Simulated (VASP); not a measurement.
Write the native input for VASP 6.6.1 that does the following.

```
Task                   : single point
Functional             : PBEsol
Potentials or basis    : VASP PAW PBE potentials, release 64 (Ag)
Cutoff                 : 520 eV
k mesh                 : 18 × 18 × 18
Occupations            : gaussian, width 0.1 eV
Spin                   : no spin polarisation
Dipole correction      : no
Further INCAR settings : ALGO = Fast; EDIFF = 1e-06; NBANDS = 24
```

The structure of Ag lies in POSCAR:

```
Ag
1.0
    1.3436679752      0.7757670672      6.5796668958
   -1.3436679752      0.7757670672      6.5796668958
    0.0000000000     -1.5515341344      6.5796668958
Ag
3
Direct
    0.0000000000      0.0000000000      0.0000000000
    0.7776675457      0.7776675457      0.7776675457
    0.2223324543      0.2223324543      0.2223324543
```

One way to write it, as run:

INCAR

```
PREC     = Accurate       # precision mode
ENCUT    = 520            # plane-wave cutoff, eV
EDIFF    = 1E-6           # SCF threshold, eV
ISMEAR   = 0              # smearing method
SIGMA    = 0.1            # smearing width, eV
LREAL    = False          # projectors in reciprocal space
LASPH    = True           # aspherical terms in the spheres
NELM     = 80             # most SCF steps
ALGO     = Fast           # electronic algorithm
ISIF     = 2              # what is computed and relaxed
LWAVE    = False          # write WAVECAR
LCHARG   = False          # write CHGCAR
GGA      = PS             # functional
NBANDS   = 24             # bands
```

KPOINTS

```
Automatic mesh
0
Gamma
  18 18 18
```

Potentials or basis: VASP PAW PBE potentials, release 64 (Ag).

Command:

```sh
$ cat potpaw_PBE.64/Ag/POTCAR > POTCAR
$ mpirun -np 1 vasp_std > vasp.out
```

It gave:

```yaml
Pressure: 39.4 GPa
Band_gap_on_the_k_mesh: zero (an odd number of electrons rules out a gap without spin polarisation)
```

Caveat: the cell stands under pressure; the PAW data sets were made with another functional, which shifts forces and pressure a little.

It took 21 min on 1 thread of Intel(R) Xeon(R) 6975P-C (Granite Rapids), with other jobs on the host, peak memory 0.68 GiB.
